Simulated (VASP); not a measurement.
A run of VASP 6.6.1 is set up as follows.

Contents of INCAR:

```
ALGO = Normal
EDIFF = 1E-6
ENCUT = 520
GGA = PE
ISIF = 2
ISMEAR = 0
ISPIN = 2
LASPH = T
LCHARG = F
LMAXMIX = 4
LORBIT = 11
LREAL = F
LWAVE = F
MAGMOM = 0 0 0 1.28 0 0 0 0
NBANDS = 34
NELM = 150
PREC = Accurate
SIGMA = 0.1
```

The input KPOINTS:

```
k-points
0
Gamma
  6 6 6
```

POSCAR

```
Be3NiS4
1.0
    4.9086105878      0.0000000000      0.0000000000
    0.0000000000      4.9086105878      0.0000000000
    0.0000000000      0.0000000000      4.9086105878
Be Ni S
3 1 4
Direct
    0.5000000000      0.5000000000      0.0000000000
    0.5000000000      0.0000000000      0.5000000000
    0.0000000000      0.5000000000      0.5000000000
    0.0000000000      0.0000000000      0.0000000000
    0.2595635120      0.2595635120      0.2595635120
    0.2595635120      0.7404364880      0.7404364880
    0.7404364880      0.2595635120      0.7404364880
    0.7404364880      0.7404364880      0.2595635120
```

Potentials or basis: VASP PAW PBE potentials, release 64 (Be, Ni, S).

The run is started by

```bash
$ cat potpaw_PBE.64/Be/POTCAR potpaw_PBE.64/Ni/POTCAR potpaw_PBE.64/S/POTCAR > POTCAR
$ mpirun -np 1 vasp_std > vasp.out
```

**Question.** What does it give for the net moment?

**Answer.** 1.97 μB per cell.

**Question.** Estimate the site moments.

**Answer.** Be +0.00; Ni +1.17; S +0.12 μB.

**Question.** Estimate the pressure.

**Answer.** 2.9 GPa.

Forces on the atoms (eV/Å):
```
Be   0.000  0.000  0.000
Be   0.000  0.000  0.000
Be   0.000  0.000  0.000
Ni   0.000  0.000  0.000
S    0.009  0.009  0.009
S    0.009 -0.009 -0.009
S   -0.009  0.009 -0.009
S   -0.009 -0.009  0.009
```

Caveat: a cell with one magnetic atom can't hold antiferromagnetic order, which such compounds often take.
